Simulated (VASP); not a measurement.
Here is a VASP 6.6.1 calculation.

Contents of INCAR:

```
ALGO = Normal
EDIFF = 1E-7
ENCUT = 520
GGA = PE
ISIF = 2
ISMEAR = 0
LASPH = True
LCHARG = False
LREAL = False
LWAVE = False
NBANDS = 11
NELM = 80
PREC = Accurate
SIGMA = 0.05
```

KPOINTS

```
k-points
0
Gamma
  10 10 10
```

The input POSCAR:

```
AlN
1.0
   -0.2147773904      1.9329965137      1.9329965137
    1.9329965137     -0.2147773904      1.9329965137
    1.9329965137      1.9329965137     -0.2147773904
Al N
1 1
Direct
    0.5000000000      0.5000000000      0.5000000000
    0.0000000000      0.0000000000      0.0000000000
```

Potentials or basis: VASP PAW PBE potentials, release 64 (Al, N).

Command:

```bash
$ cat potpaw_PBE.64/Al/POTCAR potpaw_PBE.64/N/POTCAR > POTCAR
$ mpirun -np 1 vasp_std > vasp.out
```

(1) Estimate the band gap on the k mesh.

(2) What does it give for the pressure?

Answers

(1) 1.94 eV, indirect (least direct gap 3.52 eV).

(2) 1.8 GPa.
